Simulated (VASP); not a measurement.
# Tc (Fm-3m) in VASP: further runs

The runs below take Tc through single point, with BLYP, LDA, PBEsol.

Everything below comes from runs of VASP 6.6.1. Logs are shortened: lines on timing, memory, paths and dates and some standing lists are left out, and cuts for length are marked.

### Step 1. The cell of the first run

It takes space group Fm-3m (No. 225, cubic). Conventional cell: a = 3.900 Å, b = 3.900 Å, c = 3.900 Å, α = 90.00°, β = 90.00°, γ = 90.00°. Within 3.6 Å of Tc (site symmetry m-3m) lie 12 Tc at 2.76 Å.

### Step 2. Single point, BLYP

INCAR reads:

```
  PREC = Accurate
  ENCUT = 520
  EDIFF = 1E-7
  ISMEAR = -1
  SIGMA = 0.1
  LREAL = F
  LASPH = T
  NELM = 80
  ALGO = Normal
  ISIF = 2
  LWAVE = F
  LCHARG = F
  GGA = B5
  ALDAX = 1.0
  AGGAX = 1.0
  AGGAC = 1.0
  ALDAC = 0.0
  NBANDS = 12
```

KPOINTS reads:

```
regular mesh
0
Gamma
  9 9 9
```

POSCAR reads:

```
Tc
1.0
    0.0000000000      1.9500000000      1.9500000000
    1.9500000000      0.0000000000      1.9500000000
    1.9500000000      1.9500000000      0.0000000000
Tc
1
Direct
    0.0000000000      0.0000000000      0.0000000000
```

Potentials or basis: VASP PAW PBE potentials, release 64 (Tc_pv).

Started as:

```sh
$ cat potpaw_PBE.64/Tc_pv/POTCAR > POTCAR
$ mpirun -np 1 vasp_std > vasp.out
```

OUTCAR:

```text
PREC = Accurate
   ENCUT = 520
   EDIFF = 1E-7
   ISMEAR = -1
   LREAL = F
   LASPH = T
   NELM = 80
   ISIF = 2
   GGA = B5

 ion  position               nearest neighbor table
   1  0.000  0.000  0.000-

  LATTYP: Found a face centered cubic cell.
 ALAT       =     3.9000000000

  Lattice vectors:

 A1 = (   0.0000000000,   1.9500000000,   1.9500000000)
 A2 = (   1.9500000000,   0.0000000000,   1.9500000000)
 A3 = (   1.9500000000,   1.9500000000,   0.0000000000)

Analysis of symmetry for initial positions (statically):
=====================================================================
 Subroutine PRICEL returns:
 Original cell was already a primitive cell.

 Routine SETGRP: Setting up the symmetry group for a
 face centered cubic supercell.

 Subroutine GETGRP returns: Found 48 space group operations
 (whereof 48 operations were pure point group operations)
 out of a pool of 48 trial point group operations.

The static configuration has the point symmetry O_h .

Analysis of symmetry for dynamics (positions and initial velocities):
=====================================================================
 Subroutine PRICEL returns:
 Original cell was already a primitive cell.

 Routine SETGRP: Setting up the symmetry group for a
 face centered cubic supercell.

 Subroutine GETGRP returns: Found 48 space group operations
 (whereof 48 operations were pure point group operations)
 out of a pool of 48 trial point group operations.

The dynamic configuration has the point symmetry O_h .

 Subroutine INISYM returns: Found 48 space group operations
 (whereof 48 operations are pure point group operations),
 and found     1 'primitive' translations

----------------------------------------------------------------------------------------

                                     Primitive cell

  volume of cell :      14.8297

  direct lattice vectors                    reciprocal lattice vectors
     0.000000000  1.950000000  1.950000000    -0.256410256  0.256410256  0.256410256
     1.950000000  0.000000000  1.950000000     0.256410256 -0.256410256  0.256410256
     1.950000000  1.950000000  0.000000000     0.256410256  0.256410256 -0.256410256

  length of vectors
     2.757716447  2.757716447  2.757716447     0.444115592  0.444115592  0.444115592

  position of ions in fractional coordinates (direct lattice)
     0.000000000  0.000000000  0.000000000

  ion indices of the primitive-cell ions
   primitive index   ion index
                 1           1

----------------------------------------------------------------------------------------

 KPOINTS: regular mesh

Automatic generation of k-mesh.
 Grid dimensions read from file:
 generate k-points for:    9    9    9

 Generating k-lattice:

  Cartesian coordinates                     Fractional coordinates (reciprocal lattice)
    -0.028490028  0.028490028  0.028490028     0.111111111  0.000000000  0.000000000
     0.028490028 -0.028490028  0.028490028     0.000000000  0.111111111  0.000000000
     0.028490028  0.028490028 -0.028490028     0.000000000  0.000000000  0.111111111

  Length of vectors
     0.049346177  0.049346177  0.049346177

  Shift w.r.t. Gamma in fractional coordinates (k-lattice)
     0.000000000  0.000000000  0.000000000

 Subroutine IBZKPT returns following result:
 ===========================================

 Found     35 irreducible k-points:

 Following reciprocal coordinates:
            Coordinates               Weight
  0.000000  0.000000  0.000000      1.000000
  0.111111  0.000000  0.000000      8.000000
  0.222222  0.000000  0.000000      8.000000
  0.333333  0.000000  0.000000      8.000000
  0.444444  0.000000  0.000000      8.000000
  0.111111  0.111111  0.000000      6.000000
[... 16 lines left out ...]
 -0.333333  0.333333  0.000000     12.000000
  0.444444  0.444444  0.000000      6.000000
 [... further k-points ...]
   k-points           NKPTS =     35   k-points in BZ     NKDIM =     35   number of bands    NBANDS=     12
   number of dos      NEDOS =    301   number of ions     NIONS =      1
   total plane-waves  NPLWV =  13824
   dimension x,y,z NGX =    24 NGY =   24 NGZ =   24
   dimension x,y,z NGXF=    48 NGYF=   48 NGZF=   48
   ions per type =               1
   NGX,Y,Z   is equivalent  to a cutoff of  14.47, 14.47, 14.47 a.u.
   NGXF,Y,Z  is equivalent  to a cutoff of  28.94, 28.94, 28.94 a.u.
 SYSTEM =  unknown system
   PREC   = accura    normal or accurate (medium, high low for compatibility)
   ISTART =      0    job   : 0-new  1-cont  2-samecut
   ICHARG =      2    charge: 1-file 2-atom 10-const
   ISPIN  =      1    spin polarized calculation?
   LNONCOLLINEAR =      F non collinear calculations
   LSORBIT =      F    spin-orbit coupling
   LASPH  =      T    aspherical Exc in radial PAW
   ENCUT  =  520.0 eV  38.22 Ry    6.18 a.u.   5.13  5.13  5.13*2*pi/ulx,y,z
   NELM   =     80;   NELMIN=  2; NELMDL= -5     # of ELM steps
   EDIFF  = 0.1E-06   stopping-criterion for ELM
   LREAL  =      F    real-space projection
   EDIFFG = 0.1E-05   stopping-criterion for IOM
   NSW    =      0    number of steps for IOM
   IBRION =     -1    ionic relax: 0-MD 1-quasi-New 2-CG
   NFREE  =      0    steps in history (QN), initial steepest desc. (CG)
   ISIF   =      2    stress and relaxation
   ISYM   =      2    0-nonsym 1-usesym 2-fastsym
   POTIM  = 0.5000    time-step for ionic-motion
   TEBEG  =    0.0;   TEEND  =   0.0 temperature during run
   PSTRESS=    0.0 pullay stress
   NELECT =      13.0000    total number of electrons
   NUPDOWN=      -1.0000    fix difference up-down
   EMIN   =  10.00;   EMAX   =-10.00  energy-range for DOS
   EFERMI =   0.00;   METHOD = LEGACY
   ISMEAR =    -1;   SIGMA  =   0.10  broadening in eV -4-tet -1-fermi 0-gaus
   EFERMI_NEDOS =   21; number of points for ismear=-14 and -15
   IALGO  =     38    algorithm
   IMIX   =      4    mixing-type and parameters
     AMIX     =   0.40;   BMIX     =  1.00
     AMIX_MAG =   1.60;   BMIX_MAG =  1.00
  volume/ion in A,a.u.               =      14.83       100.08
  Fermi-wavevector in a.u.,A,eV,Ry     =   1.566792  2.960808 33.400086  2.454837
  Thomas-Fermi vector in A             =   2.669068
   LORBIT       =      0    0 simple, 1 ext, 2 COOP (PROOUT), +10 PAW based schemes
   GGA     = B5    functional components
   LHFCALC =     F    Hartree Fock is set to
   AEXX    =    0.0000 exact exchange contribution
   IVDW    =     0    specifies the selected vdW correction
   LEPSILON=     F    determine dielectric tensor
   LRPA    =     F    only Hartree local field effects (RPA)
 non-spin polarized calculation
  energy-cutoff  :      520.00
  volume of cell :       14.83
 maximum number of plane-waves:       411
 NGX is ok and might be reduce to    24
   NGX = 11   NGY = 11   NGZ = 11

 number of electron      13.0000001 magnetization

 Free energy of the ion-electron system (eV)
  ---------------------------------------------------
  ext. energy  EPLUGINS =         0.00000000
  ---------------------------------------------------
  free energy    TOTEN  =        -8.89276462 eV

  energy without entropy =       -8.84725966  energy(sigma->0) =       -8.87001214

 E-fermi :  12.7961     XC(G=0): -12.9260

 val. band max:       12.6043725425   @ k =   0.4444   0.2222   0.0000
 cond. band min:      12.7967668993   @ k =  -0.4444   0.1111   0.0000
 fundamental gap:      0.1923943569
 Fermi energy:        12.7960820308

 k-point     1 :       0.0000    0.0000    0.0000
  band No.  band energies     occupation
      1     -25.4937      2.00000
      2     -25.4937      2.00000
      3     -25.4937      2.00000
      4       5.6432      2.00000
      5      11.0406      2.00000
      6      11.0406      2.00000
      7      11.0406      2.00000
      8      13.5317      0.00128
      9      13.5317      0.00128
     10      27.0470      0.00000
     11      32.4250      0.00000
     12      32.4250      0.00000

 k-point     2 :       0.1111    0.0000    0.0000
  band No.  band energies     occupation
      1     -25.6349      2.00000
      2     -25.5117      2.00000
      3     -25.5117      2.00000
      4       6.1382      2.00000
      5      10.7853      2.00000
      6      11.2429      2.00000
      7      11.2429      2.00000
      8      13.4069      0.00444
      9      13.4069      0.00444
     10      27.8988      0.00000
     11      30.6370      0.00000
     12      33.2752      0.00000

 k-point     3 :       0.2222    0.0000    0.0000
  band No.  band energies     occupation
      1     -25.9841      2.00000
      2     -25.5574      2.00000
      3     -25.5574      2.00000
      4       7.2366      2.00000
      5      10.5872      2.00000
      6      11.4646      2.00000
      7      11.4646      2.00000
      8      13.5189      0.00145
      9      13.5189      0.00145
     10      27.9343      0.00000
     11      29.6158      0.00000
     12      35.5579      0.00000
[... 286 lines left out ...]
 k-point    23 :      -0.3333    0.3333    0.0000
  band No.  band energies     occupation
      1     -26.2712      2.00000
      2     -26.2624      2.00000
      3     -25.7652      2.00000
      4       8.6371      2.00000
      5       9.7368      2.00000
      6      11.1424      2.00000
      7      13.1211      0.07463
      8      14.6541      0.00000
      9      20.5412      0.00000
     10      24.1657      0.00000
     11      25.8007      0.00000
     12      31.4103      0.00000

 k-point    24 :       0.4444    0.4444    0.0000
  band No.  band energies     occupation
      1     -26.5395      2.00000
      2     -25.8952      2.00000
      3     -25.8952      2.00000
      4       7.2928      2.00000
      5       7.7794      2.00000
      6      15.3513      0.00000
      7      15.7387      0.00000
      8      15.7387      0.00000
      9      16.1831      0.00000
     10      26.2203      0.00000
     11      26.2203      0.00000
     12      27.3023      0.00000

 [... further k-points ...]

------------------------ aborting loop because EDIFF is reached ----------------------------------------

  FORCE on cell =-STRESS in cart. coord.  units (eV):
  Direction    XX          YY          ZZ          XY          YZ          ZX
  --------------------------------------------------------------------------------------
  -------------------------------------------------------------------------------------
  Total        0.5246428      0.5246428      0.5246428      0.0000000      0.0000000      0.0000000
  in kB       56.6813849     56.6813849     56.6813849      0.0000000      0.0000000      0.0000000
  external PRESSURE =      56.6813849 kB  Pullay stress =       0.0000000 kB

 VOLUME and BASIS-vectors are now :
 -----------------------------------------------------------------------------
  energy-cutoff  :      520.00
  volume of cell :       14.83
      direct lattice vectors                 reciprocal lattice vectors
     0.000000000  1.950000000  1.950000000    -0.256410256  0.256410256  0.256410256
     1.950000000  0.000000000  1.950000000     0.256410256 -0.256410256  0.256410256
     1.950000000  1.950000000  0.000000000     0.256410256  0.256410256 -0.256410256

 POSITION                                       TOTAL-FORCE (eV/Angst)
 -----------------------------------------------------------------------------------
      0.00000      0.00000      0.00000         0.000000     -0.000000     -0.000000
 -----------------------------------------------------------------------------------
    total drift:                                0.000000      0.000000     -0.000000

  FREE ENERGIE OF THE ION-ELECTRON SYSTEM (eV)
  ---------------------------------------------------
  free  energy   TOTEN  =        -8.8927646200 eV

  energy  without entropy=       -8.8472596620  energy(sigma->0) =       -8.87001214
```

It took 9.5 s on 1 thread of Intel Xeon Platinum 8259CL at 2.50GHz (Skylake/Cascade Lake), shared host; peak memory 0.14 GiB.

Results:

* Free energy: -8.8928 eV
* Pressure: 5.7 GPa

Caveat: the PAW data sets were made with another functional, which shifts forces and pressure a little.

### Step 3. Single point, LDA

INCAR reads:

```
SYSTEM = Tc
  PREC = Accurate
  ENCUT = 520
  EDIFF = 1E-6
  ISMEAR = -1
  SIGMA = 0.1
  LREAL = .FALSE.
  LASPH = .TRUE.
  NELM = 60
  ALGO = Normal
  ISIF = 2
  LWAVE = .FALSE.
  LCHARG = .FALSE.
  NBANDS = 12
```

KPOINTS reads:

```
regular mesh
0
G
  9 9 9
  0 0 0
```

POSCAR is that of step 2.

Potentials or basis: VASP PAW LDA potentials, release 64 (Tc_pv).

Started as:

```sh
$ cat potpaw_LDA.64/Tc_pv/POTCAR > POTCAR
$ mpirun -np 1 vasp_std > vasp.out
```

It took 4.2 s on 1 thread of Intel Xeon Platinum 8259CL at 2.50GHz (Skylake/Cascade Lake), shared host; peak memory 0.13 GiB.

It converged, with:

| Property | Result |
| --- | --- |
| Free energy | -11.6043 eV |
| Pressure | -20.0 GPa |

Levels at points of the mesh, in eV from the Fermi level:
| k point | band 5 | band 6 | band 7 | band 8 | band 9 | band 10 |
| --- | --- | --- | --- | --- | --- | --- |
| (0.00, 0.00, 0.00) | -1.72 | -1.72 | -1.72 | 0.78 | 0.78 | 14.02 |

### Step 4. Single point, PBEsol

INCAR reads:

```
SYSTEM = Tc
  ALGO = Normal
  EDIFF = 1E-6
  ENCUT = 520
  GGA = PS
  ISIF = 2
  ISMEAR = -1
  LASPH = .TRUE.
  LCHARG = .TRUE.
  LELF = .TRUE.
  LREAL = .FALSE.
  LVHAR = .TRUE.
  LWAVE = .FALSE.
  NBANDS = 12
  NELM = 80
  PREC = Accurate
  SIGMA = 0.1
```

KPOINTS reads:

```
k-points
0
G
  9 9 9
  0 0 0
```

POSCAR is that of step 3.

Potentials or basis: VASP PAW PBE potentials, release 64 (Tc_pv).

Started as:

```sh
$ cat potpaw_PBE.64/Tc_pv/POTCAR > POTCAR
$ mpirun -np 1 vasp_std > vasp.out
```

Run time: 5.4 s. Hardware: 1 thread of Intel Xeon Platinum 8259CL at 2.50GHz (Skylake/Cascade Lake), shared host; peak memory 0.14 GiB.

Results (log left out):

```
Free energy : -11.1644 eV
Pressure    : -15.6 GPa
```

Levels at points of the mesh, in eV from the Fermi level:
```csv
k point,band 4,band 5,band 6,band 7,band 8,band 9,band 10,band 11
"(0.00, 0.00, 0.00)",-7.42,-1.72,-1.72,-1.72,0.79,0.79,14.00,19.41
```

Caveat: the PAW data sets were made with another functional, which shifts forces and pressure a little.

### Step 5. The runs side by side

| level | potentials or basis | gap on the mesh (eV) | pressure (GPa) |
| --- | --- | --- | --- |
| BLYP | VASP PAW PBE potentials, release 64 (Tc_pv) | none | 5.7 |
| LDA | VASP PAW LDA potentials, release 64 (Tc_pv) | none | -20.0 |
| PBEsol | VASP PAW PBE potentials, release 64 (Tc_pv) | none | -15.6 |

Alike in all rows: task single point; no spin polarisation; cell as given; k mesh 9 × 9 × 9; cutoff (eV) 520; smearing fermi-dirac 0.1 eV.

Caveats: the PAW data sets were made with another functional, which shifts forces and pressure a little (some runs).

Total energies depend on the potentials used, so only differences within one code and one set of settings carry meaning.
